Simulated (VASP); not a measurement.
# AlNi3 in VASP: a series of runs

AlNi3 is run at these levels: PBEsol; tasks: relaxation of cell and atoms, single point.

All numbers are computed with VASP 6.6.1; they aren't measurements. Logs are shortened: lines on timing, memory, paths and dates and some standing lists are left out, and cuts for length are marked.

## (1) The cell of the first run

Symmetry: Pm-3m, No. 221, cubic system. The conventional cell has a = 3.385 Å, b = 3.385 Å, c = 3.385 Å, α = 90.00°, β = 90.00°, γ = 90.00°. Within 3.2 Å of Al (site symmetry m-3m) lie 12 Ni at 2.39 Å. Ni (site symmetry 4/mmm) has 4 Al at 2.39 Å and 8 Ni at 2.39 Å within 3.2 Å.

## (2) Relaxation of cell and atoms, PBEsol, collinear spin, ferromagnetic start, target pressure 30 GPa, at which the enthalpy is minimised

INCAR

```
PREC     = Accurate       # precision mode
ENCUT    = 600            # plane-wave cutoff, eV
EDIFF    = 1E-6           # SCF threshold, eV
ISMEAR   = 0              # smearing method
SIGMA    = 0.1            # smearing width, eV
LREAL    = False          # projectors in reciprocal space
LASPH    = True           # aspherical terms in the spheres
NELM     = 150            # most SCF steps
ALGO     = Normal         # electronic algorithm
ISIF     = 3              # what is computed and relaxed
LWAVE    = False          # write WAVECAR
LCHARG   = False          # write CHGCAR
ISPIN    = 2              # spin polarisation
MAGMOM   = 0 0.25 0.25 0.25 # initial moments
LORBIT   = 11             # projections on sites
LMAXMIX  = 4              # l up to which the mixer works
GGA      = PS             # functional
IBRION   = 2              # ionic algorithm
NSW      = 70             # ionic steps
EDIFFG   = -0.008         # ionic threshold
PSTRESS  = 300.0
```

KPOINTS

```
Automatic mesh
0
Gamma
  12 12 12
```

POSCAR

```
AlNi3
1.0
    3.3850158845      0.0000000000      0.0000000000
    0.0000000000      3.3850158845      0.0000000000
    0.0000000000      0.0000000000      3.3850158845
Al Ni
1 3
Direct
    0.0000000000      0.0000000000      0.0000000000
    0.0000000000      0.5000000000      0.5000000000
    0.5000000000      0.0000000000      0.5000000000
    0.5000000000      0.5000000000      0.0000000000
```

Potentials or basis: VASP PAW PBE potentials, release 64 (Al, Ni).

Started as:

```
cat potpaw_PBE.64/Al/POTCAR potpaw_PBE.64/Ni/POTCAR > POTCAR
mpirun -np 1 vasp_std > vasp.out
```

OUTCAR:

```text
PREC = Accurate
   ENCUT = 600
   EDIFF = 1E-6
   ISMEAR = 0
   LREAL = False
   LASPH = True
   NELM = 150
   ISIF = 3
   ISPIN = 2
   LORBIT = 11
   GGA = PS
   IBRION = 2
   NSW = 70
   EDIFFG = -0.008
   PSTRESS = 300.0

 ion  position               nearest neighbor table
   1  0.000  0.000  0.000-   2 2.39   3 2.39   4 2.39   2 2.39   3 2.39   2 2.39   4 2.39   2 2.39
                             3 2.39   4 2.39   3 2.39   4 2.39
   2  0.000  0.500  0.500-   1 2.39   3 2.39   4 2.39   1 2.39   4 2.39   1 2.39   3 2.39   1 2.39
                             3 2.39   4 2.39   4 2.39   3 2.39
   3  0.500  0.000  0.500-   1 2.39   2 2.39   4 2.39   1 2.39   4 2.39   2 2.39   4 2.39   4 2.39
                             1 2.39   2 2.39   1 2.39   2 2.39
   4  0.500  0.500  0.000-   1 2.39   2 2.39   3 2.39   2 2.39   3 2.39   1 2.39   3 2.39   3 2.39
                             1 2.39   2 2.39   2 2.39   1 2.39

  LATTYP: Found a simple cubic cell.
 ALAT       =     3.3850158845

  Lattice vectors:

 A1 = (   3.3850158845,   0.0000000000,   0.0000000000)
 A2 = (   0.0000000000,   3.3850158845,   0.0000000000)
 A3 = (   0.0000000000,   0.0000000000,   3.3850158845)

Analysis of symmetry for initial positions (statically):
=====================================================================
 Subroutine PRICEL returns:
 Original cell was already a primitive cell.

 Routine SETGRP: Setting up the symmetry group for a
 simple cubic supercell.

 Subroutine GETGRP returns: Found 48 space group operations
 (whereof 48 operations were pure point group operations)
 out of a pool of 48 trial point group operations.

The static configuration has the point symmetry O_h .

Analysis of symmetry for dynamics (positions and initial velocities):
=====================================================================
 Subroutine PRICEL returns:
 Original cell was already a primitive cell.

 Routine SETGRP: Setting up the symmetry group for a
 simple cubic supercell.

 Subroutine GETGRP returns: Found 48 space group operations
 (whereof 48 operations were pure point group operations)
 out of a pool of 48 trial point group operations.

The dynamic configuration has the point symmetry O_h .

Analysis of structural, dynamic, and magnetic symmetry:
=====================================================================
 Subroutine PRICEL returns:
 Original cell was already a primitive cell.

 Routine SETGRP: Setting up the symmetry group for a
 simple cubic supercell.

 Subroutine GETGRP returns: Found 48 space group operations
 (whereof 48 operations were pure point group operations)
 out of a pool of 48 trial point group operations.

The overall configuration has the point symmetry O_h .

 Subroutine INISYM returns: Found 48 space group operations
 (whereof 48 operations are pure point group operations),
 and found     1 'primitive' translations

----------------------------------------------------------------------------------------

                                     Primitive cell

  volume of cell :      38.7866

  direct lattice vectors                    reciprocal lattice vectors
     3.385015885  0.000000000  0.000000000     0.295419589  0.000000000  0.000000000
     0.000000000  3.385015885  0.000000000     0.000000000  0.295419589  0.000000000
     0.000000000  0.000000000  3.385015885     0.000000000  0.000000000  0.295419589

  length of vectors
     3.385015885  3.385015885  3.385015885     0.295419589  0.295419589  0.295419589

  position of ions in fractional coordinates (direct lattice)
     0.000000000  0.000000000  0.000000000
     0.000000000  0.500000000  0.500000000
     0.500000000  0.000000000  0.500000000
     0.500000000  0.500000000  0.000000000

  ion indices of the primitive-cell ions
   primitive index   ion index
                 1           1
                 2           2
                 3           3
                 4           4

----------------------------------------------------------------------------------------

 KPOINTS: Automatic mesh

Automatic generation of k-mesh.
 Grid dimensions read from file:
 generate k-points for:   12   12   12

 Generating k-lattice:

  Cartesian coordinates                     Fractional coordinates (reciprocal lattice)
     0.024618299  0.000000000  0.000000000     0.083333333  0.000000000  0.000000000
     0.000000000  0.024618299  0.000000000     0.000000000  0.083333333  0.000000000
     0.000000000  0.000000000  0.024618299     0.000000000  0.000000000  0.083333333

  Length of vectors
     0.024618299  0.024618299  0.024618299

  Shift w.r.t. Gamma in fractional coordinates (k-lattice)
     0.000000000  0.000000000  0.000000000

 Subroutine IBZKPT returns following result:
 ===========================================

 Found     84 irreducible k-points:

 Following reciprocal coordinates:
            Coordinates               Weight
  0.000000  0.000000  0.000000      1.000000
  0.083333  0.000000  0.000000      6.000000
  0.166667  0.000000  0.000000      6.000000
  0.250000  0.000000  0.000000      6.000000
  0.333333  0.000000  0.000000      6.000000
  0.416667  0.000000  0.000000      6.000000
[... 16 lines left out ...]
  0.333333  0.333333  0.000000     12.000000
  0.416667  0.333333  0.000000     24.000000
 [... further k-points ...]
   k-points           NKPTS =     84   k-points in BZ     NKDIM =     84   number of bands    NBANDS=     20
   number of dos      NEDOS =    301   number of ions     NIONS =      4
   total plane-waves  NPLWV =  21952
   dimension x,y,z NGX =    28 NGY =   28 NGZ =   28
   dimension x,y,z NGXF=    56 NGYF=   56 NGZF=   56
   ions per type =               1   3
   NGX,Y,Z   is equivalent  to a cutoff of  13.75, 13.75, 13.75 a.u.
   NGXF,Y,Z  is equivalent  to a cutoff of  27.50, 27.50, 27.50 a.u.
 SYSTEM =  unknown system
   PREC   = accura    normal or accurate (medium, high low for compatibility)
   ISTART =      0    job   : 0-new  1-cont  2-samecut
   ICHARG =      2    charge: 1-file 2-atom 10-const
   ISPIN  =      2    spin polarized calculation?
   LNONCOLLINEAR =      F non collinear calculations
   LSORBIT =      F    spin-orbit coupling
   LASPH  =      T    aspherical Exc in radial PAW
   ENCUT  =  600.0 eV  44.10 Ry    6.64 a.u.   6.76  6.76  6.76*2*pi/ulx,y,z
   NELM   =    150;   NELMIN=  2; NELMDL= -5     # of ELM steps
   EDIFF  = 0.1E-05   stopping-criterion for ELM
   LREAL  =      F    real-space projection
   EDIFFG = -.8E-02   stopping-criterion for IOM
   NSW    =     70    number of steps for IOM
   IBRION =      2    ionic relax: 0-MD 1-quasi-New 2-CG
   NFREE  =      1    steps in history (QN), initial steepest desc. (CG)
   ISIF   =      3    stress and relaxation
   ISYM   =      2    0-nonsym 1-usesym 2-fastsym
   POTIM  = 0.5000    time-step for ionic-motion
   TEBEG  =    0.0;   TEEND  =   0.0 temperature during run
   PSTRESS=  300.0 pullay stress
   NELECT =      33.0000    total number of electrons
   NUPDOWN=      -1.0000    fix difference up-down
   EMIN   =  10.00;   EMAX   =-10.00  energy-range for DOS
   EFERMI =   0.00;   METHOD = LEGACY
   ISMEAR =     0;   SIGMA  =   0.10  broadening in eV -4-tet -1-fermi 0-gaus
   EFERMI_NEDOS =   21; number of points for ismear=-14 and -15
   IALGO  =     38    algorithm
   IMIX   =      4    mixing-type and parameters
     AMIX     =   0.40;   BMIX     =  1.00
     AMIX_MAG =   1.60;   BMIX_MAG =  1.00
  volume/ion in A,a.u.               =       9.70        65.44
  Fermi-wavevector in a.u.,A,eV,Ry     =   1.551263  2.931462 32.741289  2.406417
  Thomas-Fermi vector in A             =   2.655808
   LORBIT       =     11    0 simple, 1 ext, 2 COOP (PROOUT), +10 PAW based schemes
   GGA     = PS    functional components
   LHFCALC =     F    Hartree Fock is set to
   AEXX    =    0.0000 exact exchange contribution
   IVDW    =     0    specifies the selected vdW correction
   LEPSILON=     F    determine dielectric tensor
   LRPA    =     F    only Hartree local field effects (RPA)
 conjugate gradient relaxation of ions
 spin polarized calculation
 Gauss-broadening in eV      SIGMA  =   0.10
  energy-cutoff  :      600.00
  volume of cell :       38.79
 maximum number of plane-waves:      1328
 NGX is ok and might be reduce to    28
   NGX = 13   NGY = 13   NGZ = 13

--------------------------------------- Ionic step        1  -------------------------------------------

 number of electron      33.0000035 magnetization      -0.0548971

 number of electron      33.0000035 magnetization       0.0025720

 Free energy of the ion-electron system (eV)
  ---------------------------------------------------
  ext. energy  EPLUGINS =         0.00000000
  ---------------------------------------------------
  free energy    TOTEN  =       -23.88393642 eV

  energy without entropy =      -23.86128520  energy(sigma->0) =      -23.87261081

------------------------ aborting loop because EDIFF is reached ----------------------------------------

  FORCE on cell =-STRESS in cart. coord.  units (eV):
  Direction    XX          YY          ZZ          XY          YZ          ZX
  --------------------------------------------------------------------------------------
  -------------------------------------------------------------------------------------
  Total        7.4036169      7.4036169      7.4036169      0.0000000      0.0000000      0.0000000
  in kB      305.8245791    305.8245791    305.8245791      0.0000000      0.0000000      0.0000000
  external PRESSURE =       5.8245791 kB  Pullay stress =     300.0000000 kB
[... 65 lines left out ...]
  enthalpy is  TOTEN    =       -16.6209142033 eV   P V=        7.2997272477

--------------------------------------- Ionic step        3  -------------------------------------------

 number of electron      33.0000034 magnetization       0.0288875

 Free energy of the ion-electron system (eV)
  ---------------------------------------------------
  ext. energy  EPLUGINS =         0.00000000
  ---------------------------------------------------
  free energy    TOTEN  =       -23.89531626 eV

  energy without entropy =      -23.87263186  energy(sigma->0) =      -23.88397406

 E-fermi :  11.4871     XC(G=0): -13.6652

 val. band max:       11.4848240677   @ k =   0.4167   0.4167   0.4167
 cond. band min:      11.4909814129   @ k =   0.2500   0.1667   0.0833
 fundamental gap:      0.0061573453
 Fermi energy:        11.4870525262

 spin component 1

 k-point     1 :       0.0000    0.0000    0.0000
  band No.  band energies     occupation
      1       0.4710      1.00000
      2       6.2990      1.00000
      3       7.1145      1.00000
      4       7.1145      1.00000
      5       7.5999      1.00000
      6       7.5999      1.00000
[... 12 lines left out ...]
     19      12.3980      0.00000
[... 515 lines left out ...]
      6       8.3607      1.00000
[... 12 lines left out ...]
     19      14.1310      0.00000
     20      18.2773      0.00000

 [... further k-points ...]

 spin component 2

 k-point     1 :       0.0000    0.0000    0.0000
  band No.  band energies     occupation
      1       0.4703      1.00000
      2       6.3025      1.00000
      3       7.1207      1.00000
      4       7.1207      1.00000
      5       7.6106      1.00000
      6       7.6106      1.00000
[... 12 lines left out ...]
     19      12.3972      0.00000
[... 561 lines left out ...]
  FREE ENERGIE OF THE ION-ELECTRON SYSTEM (eV)
  ---------------------------------------------------
  free  energy   TOTEN  =       -23.8953162556 eV

  energy  without entropy=      -23.8726318616  energy(sigma->0) =      -23.88397406

  enthalpy is  TOTEN    =       -16.6214283363 eV   P V=        7.2738879193

 reached required accuracy - stopping structural energy minimisation

 total charge

# of ion       s       p       d       tot
------------------------------------------
    1        0.427   0.461   0.000   0.888
    2        0.569   0.671   8.471   9.711
    3        0.569   0.671   8.471   9.711
    4        0.569   0.671   8.471   9.711
--------------------------------------------------
tot          2.133   2.474  25.414  30.021

 magnetization (x)

# of ion       s       p       d       tot
------------------------------------------
    1       -0.000  -0.000   0.000  -0.000
    2       -0.000  -0.000   0.011   0.011
    3       -0.000  -0.000   0.011   0.011
    4       -0.000  -0.000   0.011   0.011
--------------------------------------------------
tot         -0.000  -0.002   0.034   0.032
```

It took 5 min on 1 thread of Intel Xeon 8259CL, shared host; peak memory 0.27 GiB.

Results:

- Free energy: -23.8953 eV
- Relaxed volume: 9.71 Å³/atom
- Relaxed cell: a = 3.387 Å, b = 3.387 Å, c = 3.387 Å, α = 90.00°, β = 90.00°, γ = 90.00°
- Space group after relaxing (to 0.1 Å): Pm-3m (No. 221)
- Energy change on relaxing (the run minimises the enthalpy): -2.8 meV/atom
- Ionic steps: 3
- Pressure after relaxing: 30.0 GPa
- Net moment: 0.03 μB per cell
- Valence electrons inside the program's atomic spheres: Al 0.89; Ni 9.71

Step by step:
| step | energy change (eV) | largest force (eV/Å) | pressure (GPa) | volume (Å³) |
| --- | --- | --- | --- | --- |
| 1 | 0.0000 | 0.0000 | 30.58 | 38.79 |
| 2 | -0.0367 | 0.0000 | 28.84 | 38.98 |
| 3 | -0.0114 | 0.0000 | 30.01 | 38.85 |

Final structure:
```
Al Ni
1.0
     3.38677    0.00000    0.00000
     0.00000    3.38677    0.00000
     0.00000    0.00000    3.38677
Al Ni
1 3
Direct
  0.00000 0.00000 0.00000
  0.00000 0.50000 0.50000
  0.50000 0.00000 0.50000
  0.50000 0.50000 0.00000
```

Caveat: the cell is relaxed towards a set pressure, so the run minimises the enthalpy, not the energy; the PAW data sets were made with another functional, which shifts forces and pressure a little.

(Continued in part 2 of 3.)
